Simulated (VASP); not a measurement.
# Mg (Fm-3m) in VASP: notebook

Runs on Mg. Level: LDA. Tasks: single point.

Everything below comes from runs of VASP 6.6.1. Logs are shortened: lines on timing, memory, paths and dates and some standing lists are left out, and cuts for length are marked.

### 1 The cell of the first run

It takes space group Fm-3m (No. 225, cubic). Conventional cell: a = 4.433 Å, b = 4.433 Å, c = 4.433 Å, α = 90.00°, β = 90.00°, γ = 90.00°. Mg (site symmetry m-3m) has 12 Mg at 3.13 Å within 4.1 Å.

This isn't the form of Mg at room conditions, which is hcp.

### 2 Single point, LDA

File INCAR:

```
  ALGO = Normal
  EDIFF = 1E-7
  ENCUT = 520
  ISIF = 2
  ISMEAR = -1
  LASPH = T
  LCHARG = T
  LELF = T
  LREAL = F
  LVHAR = T
  LWAVE = F
  NBANDS = 7
  NELM = 60
  PREC = Accurate
  SIGMA = 0.05
```

File KPOINTS:

```
k-points
0
Gamma
  16 16 16
```

File POSCAR:

```
Mg
1.0
    0.0000000000      2.2164650495      2.2164650495
    2.2164650495      0.0000000000      2.2164650495
    2.2164650495      2.2164650495      0.0000000000
Mg
1
Direct
    0.0000000000      0.0000000000      0.0000000000
```

Potentials or basis: VASP PAW LDA potentials, release 64 (Mg).

The run is started by

```bash
$ cat potpaw_LDA.64/Mg/POTCAR > POTCAR
$ mpirun -np 1 vasp_std > vasp.out
```

OUTCAR:

```text
EDIFF = 1E-7
   ENCUT = 520
   ISIF = 2
   ISMEAR = -1
   LASPH = T
   LREAL = F
   NELM = 60
   PREC = Accurate

 ion  position               nearest neighbor table
   1  0.000  0.000  0.000-

  LATTYP: Found a face centered cubic cell.
 ALAT       =     4.4329300990

  Lattice vectors:

 A1 = (   0.0000000000,   2.2164650495,   2.2164650495)
 A2 = (   2.2164650495,   0.0000000000,   2.2164650495)
 A3 = (   2.2164650495,   2.2164650495,   0.0000000000)

Analysis of symmetry for initial positions (statically):
=====================================================================
 Subroutine PRICEL returns:
 Original cell was already a primitive cell.

 Routine SETGRP: Setting up the symmetry group for a
 face centered cubic supercell.

 Subroutine GETGRP returns: Found 48 space group operations
 (whereof 48 operations were pure point group operations)
 out of a pool of 48 trial point group operations.

The static configuration has the point symmetry O_h .

Analysis of symmetry for dynamics (positions and initial velocities):
=====================================================================
 Subroutine PRICEL returns:
 Original cell was already a primitive cell.

 Routine SETGRP: Setting up the symmetry group for a
 face centered cubic supercell.

 Subroutine GETGRP returns: Found 48 space group operations
 (whereof 48 operations were pure point group operations)
 out of a pool of 48 trial point group operations.

The dynamic configuration has the point symmetry O_h .

 Subroutine INISYM returns: Found 48 space group operations
 (whereof 48 operations are pure point group operations),
 and found     1 'primitive' translations

----------------------------------------------------------------------------------------

                                     Primitive cell

  volume of cell :      21.7777

  direct lattice vectors                    reciprocal lattice vectors
     0.000000000  2.216465050  2.216465050    -0.225584428  0.225584428  0.225584428
     2.216465050  0.000000000  2.216465050     0.225584428 -0.225584428  0.225584428
     2.216465050  2.216465050  0.000000000     0.225584428  0.225584428 -0.225584428

  length of vectors
     3.134554934  3.134554934  3.134554934     0.390723690  0.390723690  0.390723690

  position of ions in fractional coordinates (direct lattice)
[... 75 lines left out ...]
   ENCUT  =  520.0 eV  38.22 Ry    6.18 a.u.   5.83  5.83  5.83*2*pi/ulx,y,z
   NELM   =     60;   NELMIN=  2; NELMDL= -5     # of ELM steps
   EDIFF  = 0.1E-06   stopping-criterion for ELM
   LREAL  =      F    real-space projection
   EDIFFG = 0.1E-05   stopping-criterion for IOM
   NSW    =      0    number of steps for IOM
   IBRION =     -1    ionic relax: 0-MD 1-quasi-New 2-CG
   NFREE  =      0    steps in history (QN), initial steepest desc. (CG)
   ISIF   =      2    stress and relaxation
   ISYM   =      2    0-nonsym 1-usesym 2-fastsym
   POTIM  = 0.5000    time-step for ionic-motion
   TEBEG  =    0.0;   TEEND  =   0.0 temperature during run
   PSTRESS=    0.0 pullay stress
   NELECT =       2.0000    total number of electrons
   NUPDOWN=      -1.0000    fix difference up-down
   EMIN   =  10.00;   EMAX   =-10.00  energy-range for DOS
   EFERMI =   0.00;   METHOD = LEGACY
   ISMEAR =    -1;   SIGMA  =   0.05  broadening in eV -4-tet -1-fermi 0-gaus
   EFERMI_NEDOS =   21; number of points for ismear=-14 and -15
   IALGO  =     38    algorithm
   IMIX   =      4    mixing-type and parameters
     AMIX     =   0.40;   BMIX     =  1.00
     AMIX_MAG =   1.60;   BMIX_MAG =  1.00
  volume/ion in A,a.u.               =      21.78       146.96
  Fermi-wavevector in a.u.,A,eV,Ry     =   0.738608  1.395767  7.422544  0.545542
  Thomas-Fermi vector in A             =   1.832571
   LORBIT       =      0    0 simple, 1 ext, 2 COOP (PROOUT), +10 PAW based schemes
   GGA     = CA    functional components
   LHFCALC =     F    Hartree Fock is set to
   AEXX    =    0.0000 exact exchange contribution
   IVDW    =     0    specifies the selected vdW correction
   LEPSILON=     F    determine dielectric tensor
   LRPA    =     F    only Hartree local field effects (RPA)
 non-spin polarized calculation
  energy-cutoff  :      520.00
  volume of cell :       21.78
 maximum number of plane-waves:       604
   NGX = 11   NGY = 11   NGZ = 11

 number of electron       2.0000000 magnetization

 Free energy of the ion-electron system (eV)
  ---------------------------------------------------
  ext. energy  EPLUGINS =         0.00000000
  ---------------------------------------------------
  free energy    TOTEN  =        -1.79661807 eV

  energy without entropy =       -1.79233244  energy(sigma->0) =       -1.79447526

 E-fermi :   2.7239     XC(G=0):  -8.8517

 val. band max:        2.7231205115   @ k =  -0.3750   0.4375   0.1250
 cond. band min:       2.7560488240   @ k =  -0.3125   0.3750   0.1250
 fundamental gap:      0.0329283125
 Fermi energy:         2.7239359881

 k-point     1 :       0.0000    0.0000    0.0000
  band No.  band energies     occupation
      1      -4.4012      2.00000
      2      15.3656      0.00000
      3      15.3656      0.00000
      4      15.3656      0.00000
      5      17.4525      0.00000
      6      17.4525      0.00000
      7      17.4525      0.00000
[... 221 lines left out ...]
 k-point    24 :      -0.0625    0.0625    0.0000
  band No.  band energies     occupation
      1      -4.1618      2.00000
      2      13.0292      0.00000
      3      13.8674      0.00000
      4      15.5980      0.00000
      5      17.6204      0.00000
      6      17.8467      0.00000
      7      18.4251      0.00000

 [... further k-points ...]

------------------------ aborting loop because EDIFF is reached ----------------------------------------

  FORCE on cell =-STRESS in cart. coord.  units (eV):
  Direction    XX          YY          ZZ          XY          YZ          ZX
  --------------------------------------------------------------------------------------
  -------------------------------------------------------------------------------------
  Total       -0.0438391     -0.0438391     -0.0438391     -0.0000000      0.0000000      0.0000000
  in kB       -3.2252200     -3.2252200     -3.2252200     -0.0000000      0.0000000      0.0000000
  external PRESSURE =      -3.2252200 kB  Pullay stress =       0.0000000 kB

 VOLUME and BASIS-vectors are now :
 -----------------------------------------------------------------------------
  energy-cutoff  :      520.00
  volume of cell :       21.78
      direct lattice vectors                 reciprocal lattice vectors
     0.000000000  2.216465050  2.216465050    -0.225584428  0.225584428  0.225584428
     2.216465050  0.000000000  2.216465050     0.225584428 -0.225584428  0.225584428
     2.216465050  2.216465050  0.000000000     0.225584428  0.225584428 -0.225584428

 POSITION                                       TOTAL-FORCE (eV/Angst)
 -----------------------------------------------------------------------------------
      0.00000      0.00000      0.00000        -0.000000     -0.000000     -0.000000
 -----------------------------------------------------------------------------------
    total drift:                                0.000000     -0.000000     -0.000000

  FREE ENERGIE OF THE ION-ELECTRON SYSTEM (eV)
  ---------------------------------------------------
  free  energy   TOTEN  =        -1.7966180722 eV

  energy  without entropy=       -1.7923324450  energy(sigma->0) =       -1.79447526
```

OSZICAR:

```text
N       E                     dE             d eps       ncg     rms          rms(c)
DAV:   1    -0.108524619476E+01   -0.10852E+01   -0.82127E+02  2247   0.198E+02
DAV:   2    -0.180463339694E+01   -0.71939E+00   -0.70331E+00  2709   0.119E+01
DAV:   3    -0.180716790409E+01   -0.25345E-02   -0.25329E-02  2765   0.773E-01
DAV:   4    -0.180717056197E+01   -0.26579E-05   -0.26581E-05  2954   0.189E-02
DAV:   5    -0.180717056329E+01   -0.13228E-08   -0.13485E-08  2772   0.323E-04    0.636E-01
DAV:   6    -0.180120767776E+01    0.59629E-02   -0.44917E-04  2653   0.911E-02    0.403E-01
DAV:   7    -0.179662156786E+01    0.45861E-02   -0.15571E-03  2520   0.167E-01    0.211E-02
DAV:   8    -0.179661840026E+01    0.31676E-05   -0.92971E-06  3129   0.161E-02    0.456E-03
DAV:   9    -0.179661807892E+01    0.32134E-06   -0.24379E-07  2744   0.212E-03    0.570E-04
DAV:  10    -0.179661807223E+01    0.66874E-08   -0.23781E-09  2212   0.267E-04
   1 F= -.17966181E+01 E0= -.17944753E+01  d E =-.428563E-02
```

Run time: 12 s. Hardware: 1 thread of Intel Xeon Platinum 8259CL at 2.50GHz (Skylake/Cascade Lake), shared host; peak memory 0.14 GiB.

What came out:

* Free energy: -1.7966 eV
* Pressure: -0.3 GPa
* Band gap on the k mesh: zero (bands 1 and 2 overlap by 2.80 eV)

### 3 Single point, LDA

File INCAR:

```
PREC = Accurate
ENCUT = 520
EDIFF = 1E-7
ISMEAR = -1
SIGMA = 0.05
LREAL = F
LASPH = T
NELM = 100
ALGO = Normal
ISIF = 2
LWAVE = F
LCHARG = F
GGA = CA
NBANDS = 7
```

File KPOINTS:

```
Automatic mesh
0
Gamma
  16 16 16
```

File POSCAR:

```
Mg
1.0
    0.0000000000      2.2164650496      2.2164650496
    2.2164650496      0.0000000000      2.2164650496
    2.2164650496      2.2164650496      0.0000000000
Mg
1
Direct
    0.0000000000      0.0000000000      0.0000000000
```

Potentials or basis: VASP PAW LDA potentials, release 64 (Mg).

The run is started by

```bash
$ cat potpaw_LDA.64/Mg/POTCAR > POTCAR
$ mpirun -np 1 vasp_std > vasp.out
```

OUTCAR:

```text
PREC = Accurate
   ENCUT = 520
   EDIFF = 1E-7
   ISMEAR = -1
   LREAL = F
   LASPH = T
   NELM = 100
   ISIF = 2
   GGA = CA

 ion  position               nearest neighbor table
   1  0.000  0.000  0.000-

  LATTYP: Found a face centered cubic cell.
 ALAT       =     4.4329300992

  Lattice vectors:

 A1 = (   0.0000000000,   2.2164650496,   2.2164650496)
 A2 = (   2.2164650496,   0.0000000000,   2.2164650496)
 A3 = (   2.2164650496,   2.2164650496,   0.0000000000)

[... 416 lines left out ...]
      7      18.4251      0.00000

 [... further k-points ...]

------------------------ aborting loop because EDIFF is reached ----------------------------------------

  FORCE on cell =-STRESS in cart. coord.  units (eV):
  Direction    XX          YY          ZZ          XY          YZ          ZX
  --------------------------------------------------------------------------------------
  -------------------------------------------------------------------------------------
  Total       -0.0438391     -0.0438391     -0.0438391      0.0000000      0.0000000     -0.0000000
  in kB       -3.2252200     -3.2252200     -3.2252200      0.0000000      0.0000000     -0.0000000
  external PRESSURE =      -3.2252200 kB  Pullay stress =       0.0000000 kB

 VOLUME and BASIS-vectors are now :
 -----------------------------------------------------------------------------
  energy-cutoff  :      520.00
  volume of cell :       21.78
      direct lattice vectors                 reciprocal lattice vectors
     0.000000000  2.216465050  2.216465050    -0.225584428  0.225584428  0.225584428
     2.216465050  0.000000000  2.216465050     0.225584428 -0.225584428  0.225584428
     2.216465050  2.216465050  0.000000000     0.225584428  0.225584428 -0.225584428

 POSITION                                       TOTAL-FORCE (eV/Angst)
 -----------------------------------------------------------------------------------
      0.00000      0.00000      0.00000         0.000000      0.000000      0.000000
 -----------------------------------------------------------------------------------
    total drift:                               -0.000000     -0.000000     -0.000000

  FREE ENERGIE OF THE ION-ELECTRON SYSTEM (eV)
  ---------------------------------------------------
  free  energy   TOTEN  =        -1.7966180722 eV

  energy  without entropy=       -1.7923324449  energy(sigma->0) =       -1.79447526
```

OSZICAR:

```text
N       E                     dE             d eps       ncg     rms          rms(c)
DAV:   1    -0.108524619454E+01   -0.10852E+01   -0.82127E+02  2247   0.198E+02
DAV:   2    -0.180463339692E+01   -0.71939E+00   -0.70331E+00  2709   0.119E+01
DAV:   3    -0.180716790406E+01   -0.25345E-02   -0.25329E-02  2765   0.773E-01
DAV:   4    -0.180717056194E+01   -0.26579E-05   -0.26581E-05  2954   0.189E-02
DAV:   5    -0.180717056358E+01   -0.16369E-08   -0.13485E-08  2772   0.323E-04    0.636E-01
DAV:   6    -0.180120767770E+01    0.59629E-02   -0.44917E-04  2653   0.911E-02    0.403E-01
DAV:   7    -0.179662156830E+01    0.45861E-02   -0.15571E-03  2520   0.167E-01    0.211E-02
DAV:   8    -0.179661840023E+01    0.31681E-05   -0.92971E-06  3129   0.161E-02    0.456E-03
DAV:   9    -0.179661807889E+01    0.32134E-06   -0.24379E-07  2744   0.212E-03    0.570E-04
DAV:  10    -0.179661807220E+01    0.66880E-08   -0.23780E-09  2212   0.267E-04
   1 F= -.17966181E+01 E0= -.17944753E+01  d E =-.428563E-02
```

stdout:

```text
POSCAR found type information on POSCAR Mg
 POSCAR found :  1 types and       1 ions
 scaLAPACK will be used
 LDA part: xc-table for (Slater(with rela. corr.)+CA(PZ))
 , standard interpolation
 POSCAR, INCAR and KPOINTS ok, starting setup
 FFT: planning ... GRIDC
 FFT: planning ... GRID_SOFT
 FFT: planning ... GRID
 WAVECAR not read
 entering main loop
```

Wall time 11 s (1 thread of Intel Xeon Platinum 8259CL at 2.50GHz (Skylake/Cascade Lake), shared host); peak memory 0.14 GiB.

Results:

```yaml
Free_energy: -1.7966 eV
Pressure: -0.3 GPa
Band_gap_on_the_k_mesh: zero (bands 1 and 2 overlap by 2.80 eV)
```
